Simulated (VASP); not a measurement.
# Sc3Al (P4/mmm) in VASP: further runs, part 2 of 2

VASP 6.6.1. The steps go on from the part before.

### 3 Single point, PBEsol (biaxial strain in the a-b plane: +4.0 %)

Contents of INCAR:

```
ALGO = Fast
EDIFF = 1E-6
ENCUT = 520
GGA = PS
ISIF = 2
ISMEAR = 0
LASPH = True
LCHARG = False
LREAL = False
LWAVE = False
NBANDS = 26
NELM = 60
PREC = Accurate
SIGMA = 0.1
```

Contents of KPOINTS:

```
k-points
0
Gamma
  12 12 12
```

Contents of POSCAR:

```
Sc3Al
1.0
    4.5497867989      0.0000000000      0.0000000000
    0.0000000000      4.5497867989      0.0000000000
    0.0000000000      0.0000000000      4.2697999190
Sc Al
3 1
Direct
    0.5000000000      0.0000000000      0.5000000000
    0.0000000000      0.5000000000      0.5000000000
    0.5000000000      0.5000000000      0.0000000000
    0.0000000000      0.0000000000      0.0000000000
```

Potentials or basis: VASP PAW PBE potentials, release 64 (Sc_sv, Al).

The run is started by

```
$ cat potpaw_PBE.64/Sc_sv/POTCAR potpaw_PBE.64/Al/POTCAR > POTCAR
$ mpirun -np 1 vasp_std > vasp.out
```

OUTCAR:

```text
EDIFF = 1E-6
   ENCUT = 520
   GGA = PS
   ISIF = 2
   ISMEAR = 0
   LASPH = True
   LREAL = False
   NELM = 60
   PREC = Accurate

 ion  position               nearest neighbor table
   1  0.500  0.000  0.500-   3 3.12   4 3.12   3 3.12   4 3.12   3 3.12   3 3.12   4 3.12   4 3.12
                             2 3.22   2 3.22   2 3.22   2 3.22
   2  0.000  0.500  0.500-   3 3.12   4 3.12   3 3.12   4 3.12   4 3.12   4 3.12   3 3.12   3 3.12
                             1 3.22   1 3.22   1 3.22   1 3.22
   3  0.500  0.500  0.000-   1 3.12   2 3.12   1 3.12   2 3.12   1 3.12   1 3.12   2 3.12   2 3.12
                             4 3.22   4 3.22   4 3.22   4 3.22
   4  0.000  0.000  0.000-   1 3.12   2 3.12   1 3.12   2 3.12   2 3.12   2 3.12   1 3.12   1 3.12
                             3 3.22   3 3.22   3 3.22   3 3.22

  LATTYP: Found a simple tetragonal cell.
 ALAT       =     4.5497867989
 C/A-ratio  =     0.9384615385

  Lattice vectors:

 A1 = (   4.5497867989,   0.0000000000,   0.0000000000)
 A2 = (   0.0000000000,   4.5497867989,   0.0000000000)
 A3 = (   0.0000000000,   0.0000000000,   4.2697999190)

Analysis of symmetry for initial positions (statically):
[... 182 lines left out ...]
 cond. band min:       4.4965680410   @ k =   0.1667   0.1667   0.4167
 fundamental gap:      0.0039988028
 Fermi energy:         4.4945758338

 k-point     1 :       0.0000    0.0000    0.0000
  band No.  band energies     occupation
      1     -44.7736      2.00000
      2     -44.6809      2.00000
      3     -44.6734      2.00000
      4     -23.6659      2.00000
      5     -23.6659      2.00000
      6     -23.6441      2.00000
[... 685 lines left out ...]
     25       6.8591      0.00000
     26       6.9813      0.00000

 [... further k-points ...]

------------------------ aborting loop because EDIFF is reached ----------------------------------------

  FORCE on cell =-STRESS in cart. coord.  units (eV):
  Direction    XX          YY          ZZ          XY          YZ          ZX
  --------------------------------------------------------------------------------------
  -------------------------------------------------------------------------------------
  Total       -2.3994264     -2.3994264     -0.4525027      0.0000000      0.0000000      0.0000000
  in kB      -43.4939040    -43.4939040     -8.2024229      0.0000000      0.0000000      0.0000000
  external PRESSURE =     -31.7300769 kB  Pullay stress =       0.0000000 kB

 VOLUME and BASIS-vectors are now :
 -----------------------------------------------------------------------------
  energy-cutoff  :      520.00
  volume of cell :       88.39
      direct lattice vectors                 reciprocal lattice vectors
     4.549786799  0.000000000  0.000000000     0.219790519  0.000000000  0.000000000
     0.000000000  4.549786799  0.000000000     0.000000000  0.219790519  0.000000000
     0.000000000  0.000000000  4.269799919     0.000000000  0.000000000  0.234203012

 POSITION                                       TOTAL-FORCE (eV/Angst)
 -----------------------------------------------------------------------------------
      2.27489      0.00000      2.13490         0.000000      0.000000      0.000000
      0.00000      2.27489      2.13490         0.000000      0.000000      0.000000
      2.27489      2.27489      0.00000         0.000000      0.000000      0.000000
      0.00000      0.00000      0.00000         0.000000      0.000000      0.000000
 -----------------------------------------------------------------------------------
    total drift:                                0.000000      0.000000      0.000000

  FREE ENERGIE OF THE ION-ELECTRON SYSTEM (eV)
  ---------------------------------------------------
  free  energy   TOTEN  =       -24.8651809359 eV

  energy  without entropy=      -24.8378091629  energy(sigma->0) =      -24.85149505
```

OSZICAR:

```text
N       E                     dE             d eps       ncg     rms          rms(c)
DAV:   1     0.639282891269E+03    0.63928E+03   -0.16057E+04 10304   0.140E+03
DAV:   2     0.117993999681E+02   -0.62748E+03   -0.61808E+03 13504   0.627E+02
DAV:   3    -0.266887548582E+02   -0.38488E+02   -0.37725E+02 16892   0.202E+02
[... 12 lines left out ...]
RMM:  16    -0.248651771085E+02   -0.35394E-05   -0.37275E-05 12665   0.272E-02    0.102E-02
RMM:  17    -0.248651781314E+02   -0.10229E-05   -0.10595E-05 11379   0.177E-02    0.112E-02
RMM:  18    -0.248651792143E+02   -0.10829E-05   -0.58640E-06 10646   0.157E-02    0.123E-02
RMM:  19    -0.248651807277E+02   -0.15134E-05   -0.44346E-06 10985   0.119E-02    0.137E-02
RMM:  20    -0.248651809359E+02   -0.20819E-06   -0.14451E-06  9789   0.109E-02
   1 F= -.24865181E+02 E0= -.24851495E+02  d E =-.273718E-01
```

stdout:

```text
POSCAR found type information on POSCAR ScAl
 POSCAR found :  2 types and       4 ions
 scaLAPACK will be used
 -----------------------------------------------------------------------------
|                                                                             |
|                                                                             |
|     You enforced a specific xc type in the INCAR file but a different       |
|     I HOPE YOU KNOW WHAT YOU ARE DOING!                                     |
|                                                                             |
 -----------------------------------------------------------------------------

 LDA part: xc-table for (Slater+PW92), standard interpolation
 POSCAR, INCAR and KPOINTS ok, starting setup
 FFT: planning ... GRIDC
 FFT: planning ... GRID_SOFT
 FFT: planning ... GRID
 WAVECAR not read
 entering main loop
```

Wall time 13 min (1 thread of Oxide Virtual Turin-like, shared host); peak memory 0.44 GiB.

What came out:

| Quantity | Value |
| --- | --- |
| Free energy | -24.8652 eV |
| Pressure | -3.2 GPa |
| Band gap on the k mesh | zero (bands 18 and 19 overlap by 1.52 eV) |

Caveat: the cell differs from its parent crystal (biaxial strain in the a-b plane: +4.0 %); the cell stands under tension; the PAW data sets were made with another functional, which shifts forces and pressure a little.
